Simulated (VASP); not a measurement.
# Ir (P6_3/mmc) in VASP: single point with PBEsol

Aim: the single point of Ir with PBEsol.

Program: VASP 6.6.1. These are calculated values, not measurements. Logs are shortened: lines on timing, memory, paths and dates and some standing lists are left out, and cuts for length are marked.

## (1) The cell of the first run

It takes space group P6_3/mmc (No. 194, hexagonal). The conventional cell has a = 2.751 Å, b = 2.751 Å, c = 4.462 Å, α = 90.00°, β = 90.00°, γ = 120.00°. Ir (site symmetry -6m2) has 12 Ir at 2.74 to 2.75 Å within 3.6 Å.

## (2) Single point, PBEsol

The input, INCAR:

```
SYSTEM = Ir
PREC = Accurate ; ENCUT = 520
EDIFF = 1E-6 ; ISMEAR = -1
SIGMA = 0.05 ; LREAL = .False.
LASPH = .True. ; NELM = 80
ALGO = Normal ; ISIF = 2
LWAVE = .False. ; LCHARG = .False.
GGA = PS ; NBANDS = 16
```

The input, KPOINTS:

```
regular mesh
0
Gamma
  6 6 3
  0 0 0
```

The input, POSCAR:

```
Ir
1.0
    2.7513800000      0.0000000000      0.0000000000
   -1.3756900000      2.3827600000      0.0000000000
    0.0000000000      0.0000000000      4.4622900000
Ir
2
Direct
    0.6666666667      0.3333333333      0.7500000000
    0.3333333333      0.6666666667      0.2500000000
```

Potentials or basis: VASP PAW PBE potentials, release 64 (Ir).

Run with:

```
> cat potpaw_PBE.64/Ir/POTCAR > POTCAR
> mpirun -np 1 vasp_std > vasp.out
```

OUTCAR:

```text
SYSTEM = Ir
   PREC = Accurate
   ENCUT = 520
   EDIFF = 1E-6
   ISMEAR = -1
   LREAL = .False.
   LASPH = .True.
   NELM = 80
   ISIF = 2
   GGA = PS

 ion  position               nearest neighbor table
   1  0.667  0.333  0.750-   2 2.74   2 2.74   2 2.74   2 2.74   2 2.74   2 2.74
   2  0.333  0.667  0.250-   1 2.74   1 2.74   1 2.74   1 2.74   1 2.74   1 2.74

  LATTYP: Found a hexagonal cell.
 ALAT       =     2.7513800000
 C/A-ratio  =     1.6218370418

  Lattice vectors:

 A1 = (   2.7513800000,   0.0000000000,   0.0000000000)
 A2 = (  -1.3756900000,   2.3827600000,   0.0000000000)
 A3 = (   0.0000000000,   0.0000000000,   4.4622900000)

Analysis of symmetry for initial positions (statically):
=====================================================================
 Subroutine PRICEL returns:
 Original cell was already a primitive cell.

 Routine SETGRP: Setting up the symmetry group for a
 hexagonal supercell.

 Subroutine GETGRP returns: Found 24 space group operations
 (whereof 12 operations were pure point group operations)
 out of a pool of 24 trial point group operations.

The static configuration has the point symmetry D_3d.
 The point group associated with its full space group is D_6h.

Analysis of symmetry for dynamics (positions and initial velocities):
=====================================================================
 Subroutine PRICEL returns:
 Original cell was already a primitive cell.

 Routine SETGRP: Setting up the symmetry group for a
 hexagonal supercell.

 Subroutine GETGRP returns: Found 24 space group operations
 (whereof 12 operations were pure point group operations)
 out of a pool of 24 trial point group operations.

The dynamic configuration has the point symmetry D_3d.
 The point group associated with its full space group is D_6h.

 Subroutine INISYM returns: Found 24 space group operations
 (whereof 12 operations are pure point group operations),
 and found     1 'primitive' translations

----------------------------------------------------------------------------------------

                                     Primitive cell

  volume of cell :      29.2542

  direct lattice vectors                    reciprocal lattice vectors
     2.751380000  0.000000000  0.000000000     0.363453976  0.209840689  0.000000000
    -1.375690000  2.382760000  0.000000000     0.000000000  0.419681378  0.000000000
     0.000000000  0.000000000  4.462290000     0.000000000  0.000000000  0.224100182

  length of vectors
     2.751380000  2.751375691  4.462290000     0.419680721  0.419681378  0.224100182

  position of ions in fractional coordinates (direct lattice)
     0.666666667  0.333333333  0.750000000
     0.333333333  0.666666667  0.250000000

  ion indices of the primitive-cell ions
   primitive index   ion index
                 1           1
                 2           2

----------------------------------------------------------------------------------------

 KPOINTS: regular mesh

Automatic generation of k-mesh.
 Grid dimensions read from file:
 generate k-points for:    6    6    3

 Generating k-lattice:

  Cartesian coordinates                     Fractional coordinates (reciprocal lattice)
     0.060575663  0.034973448  0.000000000     0.166666667 -0.000000000  0.000000000
     0.000000000  0.069946896  0.000000000     0.000000000  0.166666667  0.000000000
     0.000000000  0.000000000  0.074700061     0.000000000  0.000000000  0.333333333

  Length of vectors
     0.069946787  0.069946896  0.074700061

  Shift w.r.t. Gamma in fractional coordinates (k-lattice)
     0.000000000  0.000000000  0.000000000

 Subroutine IBZKPT returns following result:
 ===========================================

 Found     14 irreducible k-points:

 Following reciprocal coordinates:
            Coordinates               Weight
  0.000000  0.000000  0.000000      1.000000
  0.166667  0.000000  0.000000      6.000000
  0.333333  0.000000  0.000000      6.000000
  0.500000  0.000000  0.000000      3.000000
  0.166667  0.166667  0.000000      6.000000
  0.333333  0.166667  0.000000     12.000000
  0.333333  0.333333  0.000000      2.000000
  0.000000  0.000000  0.333333      2.000000
  0.166667  0.000000  0.333333     12.000000
  0.333333  0.000000  0.333333     12.000000
  0.500000  0.000000  0.333333      6.000000
  0.166667  0.166667  0.333333     12.000000
  0.333333  0.166667  0.333333     24.000000
  0.333333  0.333333  0.333333      4.000000
   k-points           NKPTS =     14   k-points in BZ     NKDIM =     14   number of bands    NBANDS=     16
   number of dos      NEDOS =    301   number of ions     NIONS =      2
   total plane-waves  NPLWV =  14400
   dimension x,y,z NGX =    20 NGY =   20 NGZ =   36
   dimension x,y,z NGXF=    40 NGYF=   40 NGZF=   72
   ions per type =               2
   NGX,Y,Z   is equivalent  to a cutoff of  12.08, 12.08, 13.41 a.u.
   NGXF,Y,Z  is equivalent  to a cutoff of  24.17, 24.17, 26.82 a.u.
 SYSTEM =  Ir
   PREC   = accura    normal or accurate (medium, high low for compatibility)
   ISTART =      0    job   : 0-new  1-cont  2-samecut
   ICHARG =      2    charge: 1-file 2-atom 10-const
   ISPIN  =      1    spin polarized calculation?
   LNONCOLLINEAR =      F non collinear calculations
   LSORBIT =      F    spin-orbit coupling
   LASPH  =      T    aspherical Exc in radial PAW
   ENCUT  =  520.0 eV  38.22 Ry    6.18 a.u.   5.12  5.12  8.30*2*pi/ulx,y,z
   NELM   =     80;   NELMIN=  2; NELMDL= -5     # of ELM steps
   EDIFF  = 0.1E-05   stopping-criterion for ELM
   LREAL  =      F    real-space projection
   EDIFFG = 0.1E-04   stopping-criterion for IOM
   NSW    =      0    number of steps for IOM
   IBRION =     -1    ionic relax: 0-MD 1-quasi-New 2-CG
   NFREE  =      0    steps in history (QN), initial steepest desc. (CG)
   ISIF   =      2    stress and relaxation
   ISYM   =      2    0-nonsym 1-usesym 2-fastsym
   POTIM  = 0.5000    time-step for ionic-motion
   TEBEG  =    0.0;   TEEND  =   0.0 temperature during run
   PSTRESS=    0.0 pullay stress
   NELECT =      18.0000    total number of electrons
   NUPDOWN=      -1.0000    fix difference up-down
   EMIN   =  10.00;   EMAX   =-10.00  energy-range for DOS
   EFERMI =   0.00;   METHOD = LEGACY
   ISMEAR =    -1;   SIGMA  =   0.05  broadening in eV -4-tet -1-fermi 0-gaus
   EFERMI_NEDOS =   21; number of points for ismear=-14 and -15
   IALGO  =     38    algorithm
   IMIX   =      4    mixing-type and parameters
     AMIX     =   0.40;   BMIX     =  1.00
     AMIX_MAG =   1.60;   BMIX_MAG =  1.00
  volume/ion in A,a.u.               =      14.63        98.71
  Fermi-wavevector in a.u.,A,eV,Ry     =   1.392417  2.631287 26.379332  1.938826
  Thomas-Fermi vector in A             =   2.516162
   LORBIT       =      0    0 simple, 1 ext, 2 COOP (PROOUT), +10 PAW based schemes
   GGA     = PS    functional components
   LHFCALC =     F    Hartree Fock is set to
   AEXX    =    0.0000 exact exchange contribution
   IVDW    =     0    specifies the selected vdW correction
   LEPSILON=     F    determine dielectric tensor
   LRPA    =     F    only Hartree local field effects (RPA)
 non-spin polarized calculation
  energy-cutoff  :      520.00
  volume of cell :       29.25
 maximum number of plane-waves:       801
   NGX = 11   NGY = 11   NGZ = 17

 number of electron      17.9999997 magnetization

 Free energy of the ion-electron system (eV)
  ---------------------------------------------------
  ext. energy  EPLUGINS =         0.00000000
  ---------------------------------------------------
  free energy    TOTEN  =       -19.44446279 eV

  energy without entropy =      -19.41955306  energy(sigma->0) =      -19.43200792

 E-fermi :   9.6340     XC(G=0): -13.9019

 val. band max:        9.5379726075   @ k =   0.3333   0.0000   0.0000
 cond. band min:       9.6763864936   @ k =   0.3333   0.1667   0.3333
 fundamental gap:      0.1384138862
 Fermi energy:         9.6339704126

 k-point     1 :       0.0000    0.0000    0.0000
  band No.  band energies     occupation
      1      -1.1586      2.00000
      2       1.9257      2.00000
      3       6.0075      2.00000
      4       6.1716      2.00000
      5       6.1716      2.00000
      6       6.8026      2.00000
[... 8 lines left out ...]
     15      26.1931      0.00000
     16      27.2334      0.00000

 k-point     2 :       0.1667    0.0000    0.0000
  band No.  band energies     occupation
      1      -0.1596      2.00000
      2       2.7365      2.00000
      3       5.2117      2.00000
      4       5.9758      2.00000
      5       6.2702      2.00000
      6       6.9651      2.00000
[... 8 lines left out ...]
     15      27.0104      0.00000
     16      27.3413      0.00000

 k-point     3 :       0.3333    0.0000    0.0000
  band No.  band energies     occupation
      1       1.8893      2.00000
      2       3.0016      2.00000
      3       3.9013      2.00000
      4       5.4479      2.00000
      5       6.1606      2.00000
      6       6.3113      2.00000
[... 8 lines left out ...]
     15      23.3837      0.00000
     16      24.4683      0.00000

 k-point     4 :       0.5000    0.0000    0.0000
  band No.  band energies     occupation
      1       2.5545      2.00000
      2       2.6155      2.00000
      3       3.1595      2.00000
      4       5.8293      2.00000
      5       6.3535      2.00000
      6       6.4307      2.00000
[... 8 lines left out ...]
     15      20.6064      0.00000
     16      21.0848      0.00000
[... 134 lines left out ...]
 k-point    12 :       0.1667    0.1667    0.3333
  band No.  band energies     occupation
      1       2.1476      2.00000
      2       3.6116      2.00000
      3       4.2477      2.00000
      4       4.7502      2.00000
      5       5.5215      2.00000
      6       6.0614      2.00000
[... 8 lines left out ...]
     15      24.0658      0.00000
     16      25.6861      0.00000

 k-point    13 :       0.3333    0.1667    0.3333
  band No.  band energies     occupation
      1       2.6480      2.00000
      2       3.4749      2.00000
      3       4.0036      2.00000
      4       5.0166      2.00000
      5       5.5114      2.00000
      6       6.8253      2.00000
[... 8 lines left out ...]
     15      21.5239      0.00000
     16      24.3717      0.00000

 k-point    14 :       0.3333    0.3333    0.3333
  band No.  band energies     occupation
      1       3.8105      2.00000
      2       3.8105      2.00000
      3       3.9538      2.00000
      4       4.8746      2.00000
      5       5.7994      2.00000
      6       5.7994      2.00000
[... 8 lines left out ...]
     15      18.9921      0.00000
     16      20.7066      0.00000

------------------------ aborting loop because EDIFF is reached ----------------------------------------

  FORCE on cell =-STRESS in cart. coord.  units (eV):
  Direction    XX          YY          ZZ          XY          YZ          ZX
  --------------------------------------------------------------------------------------
  -------------------------------------------------------------------------------------
  Total       -1.4233266     -1.4233207     -3.4512615     -0.0000000      0.0000000      0.0000000
  in kB      -77.9518619    -77.9515364   -189.0165257     -0.0000000      0.0000000      0.0000000
  external PRESSURE =    -114.9733080 kB  Pullay stress =       0.0000000 kB

 VOLUME and BASIS-vectors are now :
 -----------------------------------------------------------------------------
  energy-cutoff  :      520.00
  volume of cell :       29.25
      direct lattice vectors                 reciprocal lattice vectors
     2.751380000  0.000000000  0.000000000     0.363453976  0.209840689  0.000000000
    -1.375690000  2.382760000  0.000000000     0.000000000  0.419681378  0.000000000
     0.000000000  0.000000000  4.462290000     0.000000000  0.000000000  0.224100182

 POSITION                                       TOTAL-FORCE (eV/Angst)
 -----------------------------------------------------------------------------------
      1.37569      0.79425      3.34672         0.000000     -0.000000      0.000000
     -0.00000      1.58851      1.11557        -0.000000      0.000000      0.000000
 -----------------------------------------------------------------------------------
    total drift:                               -0.000000      0.000000     -0.000000

  FREE ENERGIE OF THE ION-ELECTRON SYSTEM (eV)
  ---------------------------------------------------
  free  energy   TOTEN  =       -19.4444627851 eV

  energy  without entropy=      -19.4195530612  energy(sigma->0) =      -19.43200792
```

It took 17 s on 1 thread of Intel Xeon 8259CL, shared host; peak memory 0.14 GiB.

What came out:

- Free energy: -19.4445 eV
- Pressure: -11.5 GPa
- Band gap on the k mesh: zero (band 9 reaches 10.71 eV, above the bottom of band 10 at 7.60 eV)

Stress tensor (GPa, compression positive):
```
 -7.80   0.00   0.00
  0.00  -7.80   0.00
  0.00   0.00 -18.90
```

Caveat: the k points lie up to 0.47 Å⁻¹ apart; the PAW data sets were made with another functional, which shifts forces and pressure a little; spin-orbit coupling is left out, which moves the levels of the heavy elements.
